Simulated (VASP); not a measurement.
# Al16HO24 (a cell with a defect) in VASP: further runs, part 3 of 4

VASP 6.6.1.

### Step 4. Single point, r2SCAN+D3(BJ), collinear spin

The input, POSCAR:

```
Al16HO24
1.0
   -4.7540000000     -2.7447230000      4.3273330000
    4.7540000000     -2.7447230000      4.3273330000
    0.0000000000      5.4894460000      4.3273330000
Al O H
16 24 1
Direct
    0.3504297073      0.3488941583      0.3488968283
    0.1473276423      0.1438358459      0.1431224796
    0.6314332480      0.6498388013      0.6511653203
    0.8481410091      0.8596471093      0.8603063638
    0.8545822054      0.8456002954      0.3596774637
    0.6512289124      0.6432146087      0.1659710114
    0.1569731728      0.1399769591      0.6458476606
    0.3497333540      0.3531620456      0.8489842454
    0.8511260010      0.3478024839      0.8474127604
    0.6520709570      0.1602745750      0.6517895368
    0.1450974792      0.6501037896      0.1333845368
    0.3565293915      0.8485781925      0.3467720610
    0.3487839300      0.8572189321      0.8515693193
    0.1412669189      0.6461680548      0.6434694655
    0.6479585336      0.1493258033      0.1475239318
    0.8703242784      0.3452085864      0.3621132281
    0.4009934038      0.5953770807      0.7569727410
    0.7461485838      0.4146172418      0.5973609467
    0.5973341557      0.7548436214      0.3983923778
    0.5956343319      0.4047424514      0.2424210323
    0.2502533689      0.5964881186      0.4043524311
    0.4093965306      0.2513191221      0.6057225899
    0.9078534517      0.0962842468      0.7561382035
    0.2579458201      0.8999946211      0.5881696917
    0.1108863668      0.2372010492      0.4009882849
    0.0969642981      0.9030433894      0.2535126678
    0.7565188296      0.1087906007      0.4109038864
    0.9009323654      0.7468095215      0.5904958452
    0.9010185698      0.5975057385      0.2612894152
    0.2440939382      0.4020451371      0.0859053502
    0.0954874922      0.7586343160      0.9017171809
    0.0995057841      0.3978019558      0.7264252152
    0.7317591667      0.6008378373      0.8881241653
    0.9016892313      0.2366282301      0.1045034631
    0.4079692646      0.0956428027      0.2490917343
    0.7508775091      0.8960605129      0.1108652255
    0.5965179139      0.2508721420      0.9096274882
    0.5962467868      0.9012741322      0.7572859100
    0.2477821093      0.1084888825      0.8992829487
    0.4075202205      0.7443733967      0.1001246582
   -0.0351525486      0.4941701271      0.0078288602
```

The input, INCAR.step1:

```
SYSTEM = Al16HO24
PREC = Accurate
ENCUT = 520
ISMEAR = -1
SIGMA = 0.05
LREAL = Auto
LASPH = .TRUE.
NELM = 150
ISPIN = 2
MAGMOM = 0 0 0 0 0 0 0 0 0 0 0 0 0 0 0 0 0 0 0 0 0 0 0 0 0 0 0 0 0 0 0 0 0 0 0 0 0 0 0 0 0.57
NBANDS = 126
GGA = PE
ALGO = Normal
EDIFF = 1E-4
LWAVE = .TRUE.
LCHARG = .FALSE.
```

The input, INCAR.step2:

```
SYSTEM = Al16HO24
PREC = Accurate
ENCUT = 520
EDIFF = 1E-6
ISMEAR = -1
SIGMA = 0.05
LREAL = Auto
LASPH = .TRUE.
NELM = 150
ALGO = Normal
ISIF = 2
LWAVE = .FALSE.
LCHARG = .TRUE.
ISPIN = 2
MAGMOM = 0 0 0 0 0 0 0 0 0 0 0 0 0 0 0 0 0 0 0 0 0 0 0 0 0 0 0 0 0 0 0 0 0 0 0 0 0 0 0 0 0.57
LORBIT = 11
METAGGA = R2SCAN
LMIXTAU = .TRUE.
IVDW = 12
VDW_S6 = 1.0
VDW_S8 = 0.78981345
VDW_A1 = 0.49484001
VDW_A2 = 5.73083694
LELF = .TRUE.
LVHAR = .TRUE.
NBANDS = 126
ISTART = 1
```

The input, KPOINTS:

```
Automatic mesh
0
G
  1 1 1
  0 0 0
```

Potentials or basis: VASP PAW PBE potentials, release 64 (Al, O, H).

Command:

```bash
$ cat potpaw_PBE.64/Al/POTCAR potpaw_PBE.64/O/POTCAR potpaw_PBE.64/H/POTCAR > POTCAR
$ cp INCAR.step1 INCAR
$ mpirun -np 1 vasp_gam > vasp.out
$ cp INCAR.step2 INCAR
$ mpirun -np 1 vasp_gam > vasp.out
```

OUTCAR:

```text
SYSTEM = Al16HO24
   PREC = Accurate
   ENCUT = 520
   EDIFF = 1E-6
   ISMEAR = -1
   LREAL = Auto
   LASPH = .TRUE.
   NELM = 150
   ISIF = 2
   ISPIN = 2
   LORBIT = 11
   METAGGA = R2SCAN
   IVDW = 12
   ISTART = 1
 IVDW          = 12

 ion  position               nearest neighbor table
   1  0.350  0.349  0.349-  20 1.87  21 1.87  25 1.90  22 1.93  35 1.95  30 2.03   2 2.66  15 2.77
                             7 2.77  11 2.86   6 3.18  14 3.23  10 3.24  16 3.35
   2  0.147  0.144  0.143-  39 1.82  34 1.82  26 1.85  25 1.96  30 1.98  35 2.01   1 2.66  16 2.75
                             8 2.79  12 2.80  13 3.15   9 3.22   5 3.24
   3  0.631  0.650  0.651-  17 1.78  18 1.83  33 1.85  19 1.89  38 1.95  28 2.05  13 2.73   4 2.75
                             5 2.81   9 2.84   8 3.14  12 3.15  16 3.32
   4  0.848  0.860  0.860-  23 1.82  31 1.85  36 1.86  38 1.95  33 2.03  28 2.10   3 2.75  10 2.80
                             6 2.85  14 2.85  11 3.13  15 3.14   7 3.23
   5  0.855  0.846  0.360-  28 1.75  26 1.86  29 1.91  36 1.93  19 1.94  27 1.96   6 2.59   3 2.81
                            11 2.81  15 2.86  14 3.11   2 3.24  10 3.28
   6  0.651  0.643  0.166-  20 1.77  19 1.86  40 1.87  29 1.91  36 1.95  33 2.02   5 2.59  12 2.71
                            16 2.82   4 2.85   1 3.18   9 3.31  13 3.36
   7  0.157  0.140  0.646-  24 1.83  25 1.84  23 1.89  39 1.92  32 1.93  22 1.97   8 2.64  13 2.69
                             1 2.77   9 2.84  16 3.12  12 3.20   4 3.23
   8  0.350  0.353  0.849-  30 1.81  17 1.82  37 1.88  22 1.90  39 1.90  32 2.00   7 2.64  10 2.76
                             2 2.79  14 2.79   3 3.14  11 3.17  15 3.24
   9  0.851  0.348  0.847-  41 1.83  32 1.92  23 1.92  33 1.93  34 1.95  18 1.96  37 1.96  10 2.52
[... 37 lines left out ...]
  39  0.248  0.108  0.899-   2 1.82  13 1.89   8 1.90   7 1.92
  40  0.408  0.744  0.100-   6 1.87  13 1.91  12 1.92  11 1.99
  41  0.965  0.494  0.008-   9 1.83  11 2.02

  LATTYP: Found a trigonal (rhomboedric) cell.
 ALAT       =     6.9899807753
 COS(alpha) =     0.0748835832

  Lattice vectors:

 A1 = (  -4.7540000000,  -2.7447230000,   4.3273330000)
 A2 = (   4.7540000000,  -2.7447230000,   4.3273330000)
 A3 = (   0.0000000000,   5.4894460000,   4.3273330000)

Analysis of symmetry for initial positions (statically):
[... 368 lines left out ...]
      3     -13.3232      1.00000
      4     -13.2396      1.00000
      5     -12.7906      1.00000
      6     -12.7645      1.00000
[... 100 lines left out ...]
    107      16.8894      0.00000
    108      17.0876      0.00000
 [bands above 108 left out]

------------------------ aborting loop because EDIFF is reached ----------------------------------------

 Edisp (eV)   -4.56268

 E8    (eV) :    -1.3144

  FORCE on cell =-STRESS in cart. coord.  units (eV):
  Direction    XX          YY          ZZ          XY          YZ          ZX
  --------------------------------------------------------------------------------------
  -------------------------------------------------------------------------------------
  Total       2.43696     4.87687     2.06357     0.61935     1.19016    -1.34588
  in kB      11.52469    23.06336     9.75889     2.92897     5.62844    -6.36486
  external pressure =       14.78 kB  Pullay stress =        0.00 kB

 VOLUME and BASIS-vectors are now :
 -----------------------------------------------------------------------------
  energy-cutoff  :      520.00
  volume of cell :      338.79
      direct lattice vectors                 reciprocal lattice vectors
    -4.754000000 -2.744723000  4.327333000    -0.105174590 -0.060722582  0.077029739
     4.754000000 -2.744723000  4.327333000     0.105174590 -0.060722582  0.077029739
     0.000000000  5.489446000  4.327333000     0.000000000  0.121445163  0.077029739

 POSITION                                       TOTAL-FORCE (eV/Angst)
 -----------------------------------------------------------------------------------
     -0.00730     -0.00420      4.53600        -0.162200     -0.275289      0.929628
     -0.01660     -0.01350      1.87930        -0.247486      0.346728      0.366436
      0.08750      0.05780      8.36230        -0.654823     -1.086783      1.023270
      0.05470      0.03520     11.11300        -0.193966      0.454275     -1.606246
     -0.04270     -2.69210      8.91370         1.240472     -1.066306      0.459320
     -0.03810     -2.64180      6.31970         0.452078     -1.722941     -1.500829
[... 33 lines left out ...]
      1.60140     -2.61200      5.41790         1.219567     -0.386579     -0.614663
     -2.23760     -3.96162      6.34753        -0.033398     -0.314634      0.068110
 -----------------------------------------------------------------------------------
    total drift:                                0.012074      0.019836     -0.008297

  FREE ENERGIE OF THE ION-ELECTRON SYSTEM (eV)
  ---------------------------------------------------
  free  energy   TOTEN  =      -387.3387605640 eV

  energy  without entropy=     -387.3387605639  energy(sigma->0) =     -387.33876056

 total charge

# of ion       s       p       d       tot
------------------------------------------
    1        0.299   0.389   0.000   0.688
    2        0.309   0.414   0.000   0.723
    3        0.313   0.426   0.000   0.739
    4        0.302   0.395   0.000   0.697
    5        0.311   0.421   0.000   0.732
    6        0.310   0.420   0.000   0.729
[... 33 lines left out ...]
   40        1.550   3.667   0.000   5.216
   41        0.489   0.012   0.000   0.501
--------------------------------------------------
tot         42.652  94.889   0.000 137.540

 magnetization (x)

# of ion       s       p       d       tot
------------------------------------------
    1        0.000   0.000   0.000   0.001
    2       -0.000  -0.000   0.000  -0.001
    3        0.001   0.002   0.000   0.003
    4       -0.000  -0.001   0.000  -0.001
    5        0.000   0.001   0.000   0.001
    6       -0.001  -0.001   0.000  -0.001
[... 33 lines left out ...]
   40        0.000  -0.000   0.000   0.000
   41        0.346   0.003   0.000   0.348
--------------------------------------------------
tot          0.383   0.303   0.000   0.686
```

OUTCAR.step1:

```text
SYSTEM = Al16HO24
   PREC = Accurate
   ENCUT = 520
   ISMEAR = -1
   LREAL = Auto
   LASPH = .TRUE.
   NELM = 150
[... 576 lines left out ...]
     -0.03810     -2.64180      6.31970         0.378072     -1.723919     -1.530285
[... 33 lines left out ...]
      1.60140     -2.61200      5.41790         1.123998     -0.430656     -0.616496
     -2.23760     -3.96162      6.34753        -0.032703     -0.296603      0.095871
 -----------------------------------------------------------------------------------
    total drift:                                0.009661      0.018209     -0.006965

  FREE ENERGIE OF THE ION-ELECTRON SYSTEM (eV)
  ---------------------------------------------------
  free  energy   TOTEN  =      -296.6225756117 eV

  energy  without entropy=     -296.6225755940  energy(sigma->0) =     -296.62257560
```

It took 9.2 min on 1 thread of AMD EPYC 7R13, shared host; peak memory 0.62 GiB.

Results:

| Item | Value |
| --- | --- |
| Free energy | -387.3388 eV |
| Pressure | 1.5 GPa |
| Largest force | 2.716 eV/Å |
| Band gap on the k mesh | 2.89 eV |
| Net moment | 1.00 μB per cell |
| Site moments | Al +0.00, -0.00 (each value once); O +0.00, -0.00, +0.06, +0.04, +0.03, +0.10, +0.07 (each value once); H +0.35 μB |
| Valence electrons inside the program's atomic spheres | Al 0.69, 0.72, 0.74, 0.70, 0.73, 0.71 (each value once); O 5.25, 5.24, 5.27, 5.23, 5.22, 5.26, 5.19, 5.21 (each value once); H 0.50 |
| Dispersion energy per atom | -0.111 eV |

Forces on the atoms (eV/Å):
```
Al  -0.162 -0.275  0.930
Al  -0.247  0.347  0.366
Al  -0.655 -1.087  1.023
Al  -0.194  0.454 -1.606
Al   1.240 -1.066  0.459
Al   0.452 -1.723 -1.501
Al   0.578 -0.224  0.227
Al  -0.222 -0.315  0.142
Al   0.746 -0.255  1.236
Al  -0.489  0.508 -1.280
Al  -0.672  1.488  1.290
Al   0.516  0.060 -0.546
Al  -1.046  0.113  0.444
Al  -0.216 -0.450  0.150
Al  -0.331  0.638  0.825
Al   1.228  0.139 -0.870
O    1.235  0.034 -0.790
O   -1.478  0.207 -0.858
O   -0.155  1.580  0.670
O   -0.248  1.055 -0.127
O   -0.555 -0.298 -0.603
O    0.149 -0.937 -1.043
O    0.427 -0.365 -0.253
O    0.478  1.187  0.685
O    0.925 -0.118  0.026
O   -0.409 -0.577 -0.423
O   -0.766  0.593 -0.794
O   -0.029  0.875  1.445
O   -1.094 -0.235 -0.307
O    0.023  0.910  0.893
O    0.309 -0.768 -0.314
O    0.655  0.913  0.428
O   -1.036  1.435  2.060
O    0.111 -0.616 -0.061
O    0.234 -0.118 -0.241
O    0.288 -1.320 -0.133
O   -0.376 -0.818 -0.513
O    1.035 -1.027  0.449
O   -1.438  0.759 -0.939
O    1.220 -0.387 -0.615
H   -0.033 -0.315  0.068
```

Caveat: the k points lie up to 0.90 Å⁻¹ apart; the PAW data sets were made with another functional, which shifts forces and pressure a little.

### Step 5. Single point, r2SCAN+D3(BJ), collinear spin

The input, POSCAR:

```
Al16HO24
1.0
   -4.7540000000     -2.7447230000      4.3273330000
    4.7540000000     -2.7447230000      4.3273330000
    0.0000000000      5.4894460000      4.3273330000
Al O H
16 24 1
Direct
    0.3576482469      0.3482246037      0.3454675477
    0.1535155991      0.1425984767      0.1451970043
    0.6374333635      0.6563647897      0.6413429603
    0.8535718183      0.8580522558      0.8743567135
    0.8531308558      0.8394160893      0.3592480058
    0.6444235802      0.6486515987      0.1574718440
    0.1452762378      0.1421420350      0.6496253982
    0.3509537050      0.3506802511      0.8444915674
    0.8470250806      0.3533355560      0.8458881730
    0.6420932025      0.1687234087      0.6562532907
    0.1437219374      0.6486861780      0.1346293924
    0.3592642798      0.8472954115      0.3482085689
    0.3646802363      0.8525430887      0.8498928410
    0.1432273778      0.6522092878      0.6371778338
    0.6498935905      0.1381561063      0.1519056983
    0.8681656757      0.3559654232      0.3616031166
    0.4105271950      0.5925423402      0.7438725190
    0.7425514120      0.4088745084      0.6075558820
    0.5994711864      0.7514063989      0.4030433633
    0.5851288964      0.4123901501      0.2480056220
    0.2525421264      0.5984823872      0.4099369146
    0.4025722153      0.2602920302      0.6050298592
    0.9027983524      0.0934378139      0.7604578529
    0.2562282390      0.8970990846      0.5798880309
    0.1042453961      0.2459997083      0.3931226928
    0.0949350882      0.8923688282      0.2443553989
    0.7505144385      0.1032700127      0.4062526201
    0.8946883303      0.7542381830      0.5878091389
    0.9072615110      0.5871100596      0.2661354207
    0.2452301773      0.4062945442      0.0935531360
    0.0976814698      0.7647618232      0.9008136600
    0.0960705008      0.3916110982      0.7274779461
    0.7329737756      0.6090570739      0.8868477692
    0.8976027062      0.2410818816      0.1094051709
    0.4091474878      0.0946544294      0.2509354695
    0.7498744433      0.9000216877      0.0961677842
    0.6073255959      0.2547383010      0.9080564059
    0.5860569691      0.9057035825      0.7477019533
    0.2482080295      0.0885109323      0.9104926579
    0.4026258338      0.7420452701      0.1002296236
   -0.0658911772      0.4869906065      0.0174154712
```

The input, INCAR.step1:

```
ALGO = Normal
EDIFF = 1E-4
ENCUT = 520
GGA = PE
ISMEAR = -1
ISPIN = 2
LASPH = T
LCHARG = F
LREAL = Auto
LWAVE = T
MAGMOM = 0 0 0 0 0 0 0 0 0 0 0 0 0 0 0 0 0 0 0 0 0 0 0 0 0 0 0 0 0 0 0 0 0 0 0 0 0 0 0 0 1
NBANDS = 126
NELM = 150
PREC = Accurate
SIGMA = 0.05
```

The input, INCAR.step2:

```
ALGO = Normal
EDIFF = 1E-7
ENCUT = 520
ISIF = 2
ISMEAR = -1
ISPIN = 2
ISTART = 1
IVDW = 12
LASPH = T
LCHARG = T
LELF = T
LMIXTAU = T
LORBIT = 11
LREAL = Auto
LVHAR = T
LWAVE = F
MAGMOM = 0 0 0 0 0 0 0 0 0 0 0 0 0 0 0 0 0 0 0 0 0 0 0 0 0 0 0 0 0 0 0 0 0 0 0 0 0 0 0 0 1
METAGGA = R2SCAN
NBANDS = 126
NELM = 150
PREC = Accurate
SIGMA = 0.05
VDW_A1 = 0.49484001
VDW_A2 = 5.73083694
VDW_S6 = 1.0
VDW_S8 = 0.78981345
```

The input, KPOINTS:

```
k-points
0
Gamma
  1 1 1
```

Command:

```bash
$ cat potpaw_PBE.64/Al/POTCAR potpaw_PBE.64/O/POTCAR potpaw_PBE.64/H/POTCAR > POTCAR
$ cp INCAR.step1 INCAR
$ mpirun -np 1 vasp_gam > vasp.out
$ cp INCAR.step2 INCAR
$ mpirun -np 1 vasp_gam > vasp.out
```

Run time: 8.8 min. Hardware: 1 thread of AMD EPYC 7R13, shared host; peak memory 0.62 GiB.

The run converged. Its results:

| Quantity | Value |
| --- | --- |
| Free energy | -386.0281 eV |
| Pressure | 3.4 GPa |
| Largest force | 3.957 eV/Å |
| Band gap on the k mesh | 2.71 eV |
| Net moment | 1.00 μB per cell |
| Site moments | Al +0.00, -0.00 (each value once); O +0.00, -0.00, +0.06, +0.02, +0.12, +0.11 (each value once); H +0.33 μB |
| Valence electrons inside the program's atomic spheres | Al 0.71, 0.76, 0.75, 0.74, 0.72, 0.69, 0.70, 0.73 (each value once); O 5.24, 5.26, 5.29, 5.23, 5.25, 5.22, 5.18, 5.20, 5.19 (each value once); H 0.51 |
| Dispersion energy per atom | -0.111 eV |

Forces in eV/Å, atoms in the order of the input:
```
Al   1.518  0.914  0.527
Al   0.870  1.228 -0.293
Al  -1.006  0.361  1.559
Al  -0.275 -2.634 -2.940
Al   1.489 -2.062  0.918
Al  -0.469 -0.739 -1.536
Al  -0.508 -0.617 -0.431
Al   0.639  0.536  0.968
Al  -0.179  0.278  1.375
Al  -2.367 -0.141 -1.931
Al  -0.597  0.860  1.307
Al   0.606  0.259 -1.196
Al   0.680  1.663 -1.241
Al  -0.050  0.624  0.289
Al   0.663 -0.632  1.871
Al  -0.250  1.595 -2.412
O    1.872  1.400 -0.501
O   -0.960 -1.620 -0.881
O    0.176 -0.884 -0.504
O   -1.462 -0.227  0.553
O   -0.942 -0.995 -1.400
O   -0.842 -0.393 -1.378
O    0.298 -0.740 -0.114
O    1.625  1.577  1.624
O   -0.697  0.978  0.757
O    0.527 -0.338  0.500
O   -0.145  0.722 -0.039
O   -1.440  1.694  1.701
O    1.583 -1.416  0.282
O   -0.919 -0.467 -0.690
O   -0.983 -0.317 -1.102
O    1.197  0.640  1.379
O   -0.391  1.324  1.867
O   -0.564 -0.785 -0.277
O    0.211  0.033 -0.525
O    0.164  2.209  0.676
O    0.827  0.981 -1.361
O   -0.077 -1.750  1.768
O    0.010 -1.702  0.045
O    0.532 -0.837  0.188
H   -0.360 -0.581  0.596
```

Stress tensor (GPa, compression positive):
```
 2.89  2.14 -1.33
 2.14  5.05  1.29
-1.33  1.29  2.19
```

Levels at points of the mesh, in eV from the valence-band top:
Spin up:
```tsv
k point	band 95	band 96	band 97	band 98	band 99	band 100
(0.00, 0.00, 0.00)	-2.53	-2.32	0.00	4.76	7.13	7.56
```
Spin down:
```tsv
k point	band 93	band 94	band 95	band 96	band 97	band 98	band 99	band 100
(0.00, 0.00, 0.00)	-2.62	-2.54	-2.49	-2.26	2.71	4.96	7.28	7.61
```

Caveat: the k points lie up to 0.90 Å⁻¹ apart; the atoms stand as in a frame of molecular dynamics; the PAW data sets were made with another functional, which shifts forces and pressure a little.

(Continued in part 4 of 4.)
